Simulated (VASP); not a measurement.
# Ga (Cmcm) in VASP: a series of runs

The runs below take Ga through electric field gradients, with LDA.

Everything below comes from runs of VASP 6.6.1. Logs are shortened: lines on timing, memory, paths and dates and some standing lists are left out, and cuts for length are marked.

## 1. The cell of the first run

It takes space group Cmcm (No. 63, orthorhombic). The conventional cell has a = 2.876 Å, b = 8.062 Å, c = 3.143 Å, α = 90.00°, β = 90.00°, γ = 90.00°. Within 3.5 Å of Ga (site symmetry m2m) lie 10 Ga at 2.66 to 3.14 Å.

## 2. Electric field gradients, LDA (18.22 Å³/atom)

File INCAR:

```
PREC     = Accurate       # precision mode
ENCUT    = 520            # plane-wave cutoff, eV
EDIFF    = 1E-8           # SCF threshold, eV
ISMEAR   = -1             # smearing method
SIGMA    = 0.08           # smearing width, eV
LREAL    = F              # projectors in reciprocal space
LASPH    = T              # aspherical terms in the spheres
NELM     = 80             # most SCF steps
ALGO     = Normal         # electronic algorithm
ISIF     = 2              # what is computed and relaxed
LWAVE    = F              # write WAVECAR
LCHARG   = F              # write CHGCAR
LEFG     = T            
NBANDS   = 20             # bands
```

File KPOINTS:

```
Automatic mesh
0
Gamma
  12 12 10
```

File POSCAR:

```
Ga
1.0
    1.4378145499     -4.0308387210      0.0000000000
    1.4378145499      4.0308387210      0.0000000000
    0.0000000000      0.0000000000      3.1433600850
Ga
2
Direct
    0.8670000000      0.1330000000      0.2500000000
    0.1330000000      0.8670000000      0.7500000000
```

Potentials or basis: VASP PAW LDA potentials, release 64 (Ga_d).

Started as:

```console
$ cat potpaw_LDA.64/Ga_d/POTCAR > POTCAR
$ mpirun -np 1 vasp_std > vasp.out
```

OUTCAR:

```text
PREC = Accurate
   ENCUT = 520
   EDIFF = 1E-8
   ISMEAR = -1
   LREAL = F
   LASPH = T
   NELM = 80
   ISIF = 2

 ion  position               nearest neighbor table
   1  0.867  0.133  0.250-   2 2.66   2 2.66   2 2.85   2 2.85   2 2.85   2 2.85
   2  0.133  0.867  0.750-   1 2.66   1 2.66   1 2.85   1 2.85   1 2.85   1 2.85

  LATTYP: Found a base centered orthorhombic cell.
 ALAT       =     2.8756290998
 B/A-ratio  =     2.8034482759
 C/A-ratio  =     1.0931034483

  Lattice vectors:

 A1 = (   1.4378145499,  -4.0308387210,   0.0000000000)
 A2 = (   1.4378145499,   4.0308387210,   0.0000000000)
 A3 = (   0.0000000000,   0.0000000000,   3.1433600850)

Analysis of symmetry for initial positions (statically):
=====================================================================
 Subroutine PRICEL returns:
 Original cell was already a primitive cell.

 Routine SETGRP: Setting up the symmetry group for a
 base centered orthorhombic supercell.

 Subroutine GETGRP returns: Found  8 space group operations
 (whereof  4 operations were pure point group operations)
 out of a pool of  8 trial point group operations.

The static configuration has the point symmetry C_2h.
 The point group associated with its full space group is D_2h.

Analysis of symmetry for dynamics (positions and initial velocities):
=====================================================================
 Subroutine PRICEL returns:
 Original cell was already a primitive cell.

 Routine SETGRP: Setting up the symmetry group for a
 base centered orthorhombic supercell.

 Subroutine GETGRP returns: Found  8 space group operations
 (whereof  4 operations were pure point group operations)
 out of a pool of  8 trial point group operations.

The dynamic configuration has the point symmetry C_2h.
 The point group associated with its full space group is D_2h.

 Subroutine INISYM returns: Found  8 space group operations
 (whereof  4 operations are pure point group operations),
 and found     1 'primitive' translations

----------------------------------------------------------------------------------------

                                     Primitive cell

  volume of cell :      36.4353

  direct lattice vectors                    reciprocal lattice vectors
     1.437814550 -4.030838721  0.000000000     0.347749993 -0.124043663  0.000000000
     1.437814550  4.030838721  0.000000000     0.347749993  0.124043663  0.000000000
     0.000000000  0.000000000  3.143360085     0.000000000  0.000000000  0.318130909

  length of vectors
     4.279599453  4.279599453  3.143360085     0.369211170  0.369211170  0.318130909

  position of ions in fractional coordinates (direct lattice)
     0.867000000  0.133000000  0.250000000
     0.133000000  0.867000000  0.750000000

  ion indices of the primitive-cell ions
   primitive index   ion index
                 1           1
                 2           2

----------------------------------------------------------------------------------------

 KPOINTS: Automatic mesh

Automatic generation of k-mesh.
 Grid dimensions read from file:
 generate k-points for:   12   12   10

 Generating k-lattice:

  Cartesian coordinates                     Fractional coordinates (reciprocal lattice)
     0.028979166 -0.010336972  0.000000000     0.083333333 -0.000000000  0.000000000
     0.028979166  0.010336972  0.000000000    -0.000000000  0.083333333  0.000000000
     0.000000000  0.000000000  0.031813091     0.000000000  0.000000000  0.100000000

  Length of vectors
     0.030767598  0.030767598  0.031813091

  Shift w.r.t. Gamma in fractional coordinates (k-lattice)
     0.000000000  0.000000000  0.000000000

 Subroutine IBZKPT returns following result:
 ===========================================

 Found    258 irreducible k-points:

 Following reciprocal coordinates:
            Coordinates               Weight
  0.000000  0.000000  0.000000      1.000000
  0.083333  0.000000  0.000000      4.000000
  0.166667  0.000000  0.000000      4.000000
  0.250000 -0.000000  0.000000      4.000000
  0.333333  0.000000  0.000000      4.000000
  0.416667 -0.000000  0.000000      4.000000
[... 16 lines left out ...]
  0.500000  0.166667  0.000000      4.000000
 -0.416667  0.166667  0.000000      4.000000
 [... further k-points ...]
   k-points           NKPTS =    258   k-points in BZ     NKDIM =    258   number of bands    NBANDS=     20
   number of dos      NEDOS =    301   number of ions     NIONS =      2
   total plane-waves  NPLWV =  24576
   dimension x,y,z NGX =    32 NGY =   32 NGZ =   24
   dimension x,y,z NGXF=    64 NGYF=   64 NGZF=   48
   ions per type =               2
   NGX,Y,Z   is equivalent  to a cutoff of  12.43, 12.43, 12.69 a.u.
   NGXF,Y,Z  is equivalent  to a cutoff of  24.86, 24.86, 25.39 a.u.
 SYSTEM =  unknown system
   PREC   = accura    normal or accurate (medium, high low for compatibility)
   ISTART =      0    job   : 0-new  1-cont  2-samecut
   ICHARG =      2    charge: 1-file 2-atom 10-const
   ISPIN  =      1    spin polarized calculation?
   LNONCOLLINEAR =      F non collinear calculations
   LSORBIT =      F    spin-orbit coupling
   LASPH  =      T    aspherical Exc in radial PAW
   ENCUT  =  520.0 eV  38.22 Ry    6.18 a.u.   7.96  7.96  5.84*2*pi/ulx,y,z
   NELM   =     80;   NELMIN=  2; NELMDL= -5     # of ELM steps
   EDIFF  = 0.1E-07   stopping-criterion for ELM
   LREAL  =      F    real-space projection
   EDIFFG = 0.1E-06   stopping-criterion for IOM
   NSW    =      0    number of steps for IOM
   IBRION =     -1    ionic relax: 0-MD 1-quasi-New 2-CG
   NFREE  =      0    steps in history (QN), initial steepest desc. (CG)
   ISIF   =      2    stress and relaxation
   ISYM   =      2    0-nonsym 1-usesym 2-fastsym
   POTIM  = 0.5000    time-step for ionic-motion
   TEBEG  =    0.0;   TEEND  =   0.0 temperature during run
   PSTRESS=    0.0 pullay stress
   NELECT =      26.0000    total number of electrons
   NUPDOWN=      -1.0000    fix difference up-down
   EMIN   =  10.00;   EMAX   =-10.00  energy-range for DOS
   EFERMI =   0.00;   METHOD = LEGACY
   ISMEAR =    -1;   SIGMA  =   0.08  broadening in eV -4-tet -1-fermi 0-gaus
   EFERMI_NEDOS =   21; number of points for ismear=-14 and -15
   IALGO  =     38    algorithm
   IMIX   =      4    mixing-type and parameters
     AMIX     =   0.40;   BMIX     =  1.00
     AMIX_MAG =   1.60;   BMIX_MAG =  1.00
  volume/ion in A,a.u.               =      18.22       122.94
  Fermi-wavevector in a.u.,A,eV,Ry     =   1.462935  2.764547 29.118915  2.140180
  Thomas-Fermi vector in A             =   2.579090
   LORBIT       =      0    0 simple, 1 ext, 2 COOP (PROOUT), +10 PAW based schemes
   GGA     = CA    functional components
   LHFCALC =     F    Hartree Fock is set to
   AEXX    =    0.0000 exact exchange contribution
   IVDW    =     0    specifies the selected vdW correction
   LEPSILON=     F    determine dielectric tensor
   LRPA    =     F    only Hartree local field effects (RPA)
 non-spin polarized calculation
  energy-cutoff  :      520.00
  volume of cell :       36.44
 maximum number of plane-waves:      1000
   NGX = 15   NGY = 15   NGZ = 11

 number of electron      25.9999988 magnetization

 Free energy of the ion-electron system (eV)
  ---------------------------------------------------
  ext. energy  EPLUGINS =         0.00000000
  ---------------------------------------------------
  free energy    TOTEN  =        -7.12726003 eV

  energy without entropy =       -7.11058562  energy(sigma->0) =       -7.11892283

 E-fermi :   5.6527     XC(G=0): -11.4612

 val. band max:        5.6346032131   @ k =   0.3333   0.0833   0.5000
 cond. band min:       5.6674100697   @ k =   0.3333   0.2500   0.4000
 fundamental gap:      0.0328068566
 Fermi energy:         5.6526926361

 k-point     1 :       0.0000    0.0000    0.0000
  band No.  band energies     occupation
      1      -9.6822      2.00000
      2      -9.6556      2.00000
      3      -9.5814      2.00000
      4      -9.5677      2.00000
      5      -9.3638      2.00000
      6      -9.3461      2.00000
[... 12 lines left out ...]
     19      17.0077      0.00000
     20      17.5952      0.00000
[... 507 lines left out ...]
 k-point    24 :      -0.4167    0.1667    0.0000
  band No.  band energies     occupation
      1      -9.5985      2.00000
      2      -9.5712      2.00000
      3      -9.5566      2.00000
      4      -9.4852      2.00000
      5      -9.4426      2.00000
      6      -9.3836      2.00000
[... 12 lines left out ...]
     19      16.5299      0.00000
     20      18.5090      0.00000

 [... further k-points ...]

------------------------ aborting loop because EDIFF is reached ----------------------------------------

  FORCE on cell =-STRESS in cart. coord.  units (eV):
  Direction    XX          YY          ZZ          XY          YZ          ZX
  --------------------------------------------------------------------------------------
  -------------------------------------------------------------------------------------
  Total       -1.0949838     -0.3851221     -0.2577513      0.0000000     -0.0000000      0.0000000
  in kB      -48.1499506    -16.9350527    -11.3341523      0.0000000     -0.0000000      0.0000000
  external PRESSURE =     -25.4730519 kB  Pullay stress =       0.0000000 kB

 VOLUME and BASIS-vectors are now :
 -----------------------------------------------------------------------------
  energy-cutoff  :      520.00
  volume of cell :       36.44
      direct lattice vectors                 reciprocal lattice vectors
     1.437814550 -4.030838721  0.000000000     0.347749993 -0.124043663  0.000000000
     1.437814550  4.030838721  0.000000000     0.347749993  0.124043663  0.000000000
     0.000000000  0.000000000  3.143360085     0.000000000  0.000000000  0.318130909

 POSITION                                       TOTAL-FORCE (eV/Angst)
 -----------------------------------------------------------------------------------
      1.43781     -2.95864      0.78584         0.000000      0.194302      0.000000
      1.43781      2.95864      2.35752         0.000000     -0.194302     -0.000000
 -----------------------------------------------------------------------------------
    total drift:                                0.000000      0.000000     -0.000000

  FREE ENERGIE OF THE ION-ELECTRON SYSTEM (eV)
  ---------------------------------------------------
  free  energy   TOTEN  =        -7.1272600291 eV

  energy  without entropy=       -7.1105856218  energy(sigma->0) =       -7.11892283

 Electric field gradients (V/A^2)
---------------------------------------------------------------------
 ion       V_xx      V_yy      V_zz      V_xy      V_xz      V_yz
---------------------------------------------------------------------
   1      10.628   -28.191    17.563    -0.000     0.000    -0.000
   2      10.628   -28.191    17.563     0.000     0.000     0.000
---------------------------------------------------------------------

 Electric field gradients after diagonalization (V/A^2)
 (convention: |V_zz| > |V_xx| > |V_yy|)
----------------------------------------------------------------------
 ion       V_xx      V_yy      V_zz     asymmetry (V_yy - V_xx)/ V_zz
----------------------------------------------------------------------
   1      17.563    10.628   -28.191       0.246
   2      17.563    10.628   -28.191       0.246
----------------------------------------------------------------------

           NMR quadrupolar parameters

 Cq : quadrupolar parameter    Cq=e*Q*V_zz/h
 eta: asymmetry parameters     (V_yy - V_xx)/ V_zz
 Q  : nuclear electric quadrupole moment in mb (millibarn)
----------------------------------------------------------------------
 ion       Cq(MHz)       eta       Q (mb)
----------------------------------------------------------------------
   1      -0.068       0.246       1.000
   2      -0.068       0.246       1.000
----------------------------------------------------------------------
```

It took 3.2 min on 1 thread of Intel Xeon 8259CL, shared host; peak memory 0.26 GiB.

What came out:

| Property | Result |
| --- | --- |
| Free energy | -7.1273 eV |
| Pressure | -2.5 GPa |
| Largest force | 0.194 eV/Å |
| Band gap on the k mesh | zero (bands 13 and 14 overlap by 9.50 eV) |
| Largest electric field gradient by atom | Ga -28.2 V/Å² |

Forces in eV/Å, atoms in the order of the input:
```
Ga   0.000  0.194  0.000
Ga   0.000 -0.194  0.000
```

Levels at points of the mesh, in eV from the Fermi level:
```tsv
k point	band 10	band 11	band 12	band 13	band 14	band 15	band 16	band 17
(0.00, 0.00, 0.00)	-14.78	-11.46	-2.35	-1.61	2.87	6.73	7.89	8.84
(0.50, 0.00, 0.00)	-14.84	-6.83	-5.54	-1.83	-0.45	6.54	6.76	9.06
(0.50, 0.50, 0.00)	-14.85	-9.39	-8.75	5.15	5.81	5.90	7.19	7.30
(0.00, 0.00, 0.50)	-14.87	-7.56	-7.56	1.86	1.86	2.52	2.52	10.43
(0.50, 0.00, 0.50)	-14.84	-3.12	-3.12	-1.65	-1.65	1.85	1.85	4.31
(0.50, 0.50, 0.50)	-14.92	-5.69	-5.69	-4.34	-4.34	9.68	9.68	11.53
```

Electric field gradients, principal values (V/Å²):
| atom | least | middle | greatest (by size) |
| --- | --- | --- | --- |
| 1 Ga | 10.628 | 17.563 | -28.191 |
| 2 Ga | 10.628 | 17.563 | -28.191 |

Caveat: without QUAD_EFG the Cq values of the log hold for a quadrupole moment of 1 mb, not for the nuclei.

(Part 1 of 2 ends here.)

The gap in the log of VASP goes by the Fermi energy; the results here count the filled bands.